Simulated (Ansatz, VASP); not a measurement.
## One calculation of AlN, two programs

```
Al N
1.0
     3.12967    0.00000    0.00000
    -1.56483    2.71037    0.00000
     0.00000    0.00000    4.98100
Al N
2 2
Direct
  0.33333 0.66667 0.99964
  0.66667 0.33333 0.49964
  0.33333 0.66667 0.38236
  0.66667 0.33333 0.88236
```

Alike in both runs: functional LDA; k mesh 8 × 8 × 5; occupations gaussian, width 0.05 eV; no spin polarisation.

Ansatz relaxed the structure, and its values are those at the end. VASP's run is a single point on that final structure, the one shown.

|  | VASP | Ansatz |
| --- | --- | --- |
| version | VASP 6.6.1 | Ansatz 0.2.0 |
| potentials or method | VASP PAW LDA potentials, release 64 (Al, N) | scalar-relativistic, plane waves, PAW |
| plane-wave cutoff (eV) | 520 | 420 |
| valence electrons in the cell | 16 | 16 |

Ansatz gave:

* pressure (GPa): -6.8

Question: Which values does VASP return?

Answer: Pressure (GPa): -6.3.

LDA's correlation is that of Perdew and Zunger in VASP and of Perdew and Wang (1992) in Ansatz. Ansatz's warnings: stress scf threshold loose.
